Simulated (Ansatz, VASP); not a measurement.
**One calculation of Te2Mo, two programs**

POSCAR

```
Te2Mo
1.0
    3.5421312184      0.0000000000      0.0000000000
   -1.7710656092      3.0675756187      0.0000000000
    0.0000000000      0.0000000000     14.1762746771
Te Mo
4 2
Direct
    0.3333333333      0.6666666667      0.1233989677
    0.6666666667      0.3333333333      0.6234238173
    0.6666666667      0.3333333333      0.8766010323
    0.3333333333      0.6666666667      0.3765761827
    0.3333333333      0.6666666667      0.7500123839
    0.6666666667      0.3333333333      0.2499876161
```

INCAR.step1

```
SYSTEM = Te2Mo
ALGO     = Normal         ! electronic algorithm
EDIFF    = 1E-4           ! SCF threshold, eV
ENCUT    = 520            ! plane-wave cutoff, eV
GGA      = PE             ! functional
ISMEAR   = 0              ! smearing method
LASPH    = .True.         ! aspherical terms in the spheres
LCHARG   = .False.        ! write CHGCAR
LREAL    = .False.        ! projectors in reciprocal space
LWAVE    = .True.         ! write WAVECAR
NBANDS   = 35             ! bands
NELM     = 60             ! most SCF steps
PREC     = Accurate       ! precision mode
SIGMA    = 0.01           ! smearing width, eV
```

INCAR.step2

```
SYSTEM = Te2Mo
ALGO     = Normal         ! electronic algorithm
EDIFF    = 1E-6           ! SCF threshold, eV
ENCUT    = 520            ! plane-wave cutoff, eV
ISIF     = 2              ! what is computed and relaxed
ISMEAR   = 0              ! smearing method
ISTART   = 1            
LASPH    = .True.         ! aspherical terms in the spheres
LCHARG   = .False.        ! write CHGCAR
LMIXTAU  = .True.       
LREAL    = .False.        ! projectors in reciprocal space
LWAVE    = .False.        ! write WAVECAR
METAGGA  = R2SCAN         ! meta-GGA
NBANDS   = 35             ! bands
NELM     = 60             ! most SCF steps
PREC     = Accurate       ! precision mode
SIGMA    = 0.01           ! smearing width, eV
```

File KPOINTS:

```
k-points
0
Gamma
  12 12 2
  0 0 0
```

Input for Ansatz:

```yaml
crystal:
  lattice:
    - [3.5421312184, 0.0, 0.0]
    - [-1.7710656092, 3.0675756187, 0.0]
    - [0.0, 0.0, 14.1762746771]
  atoms:
    - { symbol: Te, position: [0.3333333333, 0.6666666667, 0.1233989677] }
    - { symbol: Te, position: [0.6666666667, 0.3333333333, 0.6234238173] }
    - { symbol: Te, position: [0.6666666667, 0.3333333333, 0.8766010323] }
    - { symbol: Te, position: [0.3333333333, 0.6666666667, 0.3765761827] }
    - { symbol: Mo, position: [0.3333333333, 0.6666666667, 0.7500123839] }
    - { symbol: Mo, position: [0.6666666667, 0.3333333333, 0.2499876161] }
kpoints:
  mp_grid: { grid: [12, 12, 2] }
  band_path:
    path:
      - [0.0, 0.0, 0.0]
      - [0.5, 0.0, 0.0]
      - [0.3333333333, 0.3333333333, 0.0]
      - [0.0, 0.0, 0.5]
      - [0.5, 0.0, 0.5]
      - [0.3333333333, 0.3333333333, 0.5]
      - [0.195312, 0.197917, 0.0]
    npoints: 1
hamiltonian:
  xc: r2scan
scf:
  occupations: { method: fixed }
  n_extra_bands: 5
output:
  forces: true
  stress: true
  eigenvalues: true
```

Alike in both runs: task single point; functional r2SCAN; k mesh 12 × 12 × 2; no spin polarisation.

```csv
,VASP,Ansatz
version,VASP 6.6.1,Ansatz 0.2.0
potentials or method,"VASP PAW PBE potentials, release 64 (Te, Mo_sv)","plane waves, PAW"
plane-wave cutoff (eV),520,500
occupations,"gaussian, width 0.01 eV",fixed
valence electrons in the cell,52,92
```

|  | VASP | Ansatz | Ansatz less VASP |
| --- | --- | --- | --- |
| gap on the k mesh at the Fermi level (eV) | 0.93 | 0.93 | +0.006 |
| pressure (GPa) | 1.3 | 1.2 | -0.12 |
| traceless stress, the component that is largest in VASP (GPa) | -0.01 | -0.07 | -0.061 |
| rms of the force components (eV/Å) | 0.004 | 0.016 | +0.0122 |

VASP's potentials were made for PBE, not for r2SCAN. Atom by atom the forces differ by 0.012 eV/Å (rms over components). VASP's potentials hold 52 valence electrons a cell and Ansatz's 92, so a difference there can come from the potentials and not from the codes.

Spin-orbit coupling is off throughout.
